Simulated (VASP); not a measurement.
Al32H (a cell with a defect), 33 atoms in the cell. The cell holds a defect, 33 atoms: a = 8.100 Å, b = 8.100 Å, c = 8.100 Å, α = 90.00°, β = 90.00°, γ = 90.00°. 

| Quantity | Value |
| --- | --- |
| Program | VASP 6.6.1 |
| Task | single point |
| Functional | PBE |
| Potentials or basis | VASP PAW PBE potentials, release 64 (Al, H) |
| Cutoff | 520 eV |
| k mesh | 3 × 3 × 3 |
| Occupations | gaussian, width 0.05 eV |
| Spin | no spin polarisation |
| Dipole correction | no |
| Further INCAR settings | LREAL = Auto; ALGO = Normal; EDIFF = 1e-06; NBANDS = 70 |

Potentials or basis: VASP PAW PBE potentials, release 64 (Al, H).

Launch:

```bash
$ cat potpaw_PBE.64/Al/POTCAR potpaw_PBE.64/H/POTCAR > POTCAR
$ mpirun -np 1 vasp_std > vasp.out
```

Hardware: 1 thread of Oxide Virtual Turin-like Processor, with other jobs on the host.

Task: Estimate the wall time of this run.

Result: It took 13 min on 1 thread of Oxide Virtual Turin-like Processor, with other jobs on the host, peak memory 0.61 GiB. Counts: scf iterations 15, k points 14.
